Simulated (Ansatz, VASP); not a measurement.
## Cu in VASP and in Ansatz

```xyz
2
Lattice="2.4514 0.0000 0.0000 -1.2257 2.1230 0.0000 0.0000 0.0000 4.0033" Properties=species:S:1:pos:R:3 pbc="T T T"
Cu    0.0000    1.4153    1.0008
Cu    1.2257    0.7077    3.0025
```

Alike in both runs: task single point; functional PBEsol; k mesh 24 × 24 × 12; occupations gaussian, width 0.15 eV; no spin polarisation.

|  | VASP | Ansatz |
| --- | --- | --- |
| version | VASP 6.6.1 | Ansatz 0.2.0 |
| potentials or method | VASP PAW PBE potentials, release 64 (Cu), cutoff 520 eV | scalar-relativistic, plane waves, PAW |
| valence electrons in the cell | 22 | 38 |

|  | VASP | Ansatz | Ansatz less VASP |
| --- | --- | --- | --- |
| gap on the k mesh at the Fermi level (eV) | none | none | - |
| pressure (GPa) | 19.4 | 17.1 | -2.25 |
| traceless stress, the component that is largest in VASP (GPa) | 0.58 | 0.60 | +0.022 |

VASP's potentials were made for PBE, not for PBEsol. A gap of «none» marks a metal or a gap that the smearing closes. VASP's potentials hold 22 valence electrons a cell and Ansatz's 38, so a difference there can come from the potentials and not from the codes.
